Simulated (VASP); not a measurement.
Here is a VASP 6.6.1 calculation.

The input INCAR:

```
PREC = Accurate
ENCUT = 520
EDIFF = 1E-6
ISMEAR = -1
SIGMA = 0.05
LREAL = False
LASPH = True
NELM = 100
ALGO = Normal
ISIF = 2
LWAVE = False
LCHARG = True
GGA = PE
LELF = True
LVHAR = True
NBANDS = 12
```

KPOINTS

```
Automatic mesh
0
Gamma
  13 13 7
```

The input POSCAR:

```
Sb
1.0
    3.4565403489      0.0000000000      0.0000000000
   -1.7282701744      2.9934517514      0.0000000000
    0.0000000000      0.0000000000      5.3039431542
Sb
2
Direct
    0.3333333333      0.6666666667      0.2500000000
    0.6666666667      0.3333333333      0.7500000000
```

Potentials or basis: VASP PAW PBE potentials, release 64 (Sb).

The run is started by

```console
$ cat potpaw_PBE.64/Sb/POTCAR > POTCAR
$ mpirun -np 1 vasp_std > vasp.out
```

What does it give for the pressure?

-0.2 GPa.

Predict the band gap on the k mesh.

zero (bands 5 and 6 overlap by 6.05 eV).

Caveat: spin-orbit coupling is left out, which moves the levels of the heavy elements.
